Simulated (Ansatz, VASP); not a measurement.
**One calculation of HPt16, two programs**

```
CELL_PARAMETERS angstrom
5.54937 0.00000 0.00000
2.77469 4.80590 0.00000
0.00000 0.00000 19.79657
ATOMIC_POSITIONS crystal
Pt 0.00000 0.00000 0.32834
Pt 0.50000 0.00000 0.32834
Pt 0.00000 0.50000 0.32834
Pt 0.50000 0.50000 0.32834
Pt 0.16667 0.16667 0.44278
Pt 0.66667 0.16667 0.44278
Pt 0.16667 0.66667 0.44278
Pt 0.66667 0.66667 0.44278
Pt 0.83333 0.33333 0.55722
Pt 0.33333 0.33333 0.55722
Pt 0.83333 0.83333 0.55722
Pt 0.33333 0.83333 0.55722
Pt 0.00000 0.00000 0.67166
Pt 0.50000 0.00000 0.67166
Pt 0.00000 0.50000 0.67166
Pt 0.50000 0.50000 0.67166
H 0.33333 0.33333 0.71460
```

Alike in both runs: task single point; functional PBE; k mesh 6 × 6 × 1; occupations gaussian, width 0.1 eV; no spin polarisation.

|  | VASP | Ansatz |
| --- | --- | --- |
| version | VASP 6.6.1 | Ansatz 0.2.0 |
| potentials or method | VASP PAW PBE potentials, release 64 (Pt, H) | scalar-relativistic, plane waves, PAW |
| plane-wave cutoff (eV) | 400 | 420 |
| valence electrons in the cell | 161 | 289 |

VASP gave:

| Property | Result |
| --- | --- |
| rms of the force components (eV/Å) | 0.280 |

Q: What did Ansatz give for the same quantities?

A: rms of the force components (eV/Å): 0.285.

Atom by atom the forces differ by 0.010 eV/Å (rms over components). The functional is the same, so the differences come from potentials, cutoffs and numerics. VASP's potentials hold 161 valence electrons a cell and Ansatz's 289, so a difference there can come from the potentials and not from the codes.

Neither program's run includes spin-orbit coupling.
